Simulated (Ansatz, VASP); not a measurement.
## One calculation of Pt, two programs

```
CELL_PARAMETERS angstrom
0.00000 1.94674 1.94674
1.94674 0.00000 1.94674
1.94674 1.94674 0.00000
ATOMIC_POSITIONS crystal
Pt 0.00000 0.00000 0.00000
```

Alike in both runs: functional LDA; k mesh 16 × 16 × 16; occupations gaussian, width 0.1 eV; no spin polarisation.

Ansatz relaxed the structure, and its values are those at the end. VASP's run is a single point on that final structure, the one shown.

|  | VASP | Ansatz |
| --- | --- | --- |
| version | VASP 6.6.1 | Ansatz 0.2.0 |
| potentials or method | VASP PAW LDA potentials, release 64 (Pt), cutoff 520 eV | scalar-relativistic, plane waves, PAW |
| valence electrons in the cell | 10 | 18 |

```csv
,VASP,Ansatz,Ansatz less VASP
gap on the k mesh at the Fermi level (eV),none,none,-
pressure (GPa),0.8,0.0,-0.84
```

Ansatz warns that its potentials were made for another functional, while VASP's fit it. LDA's correlation is that of Perdew and Zunger in VASP and of Perdew and Wang (1992) in Ansatz. A gap of «none» marks a metal or a gap that the smearing closes. VASP's potentials hold 10 valence electrons a cell and Ansatz's 18, so a difference there can come from the potentials and not from the codes.

Neither program's run includes spin-orbit coupling.
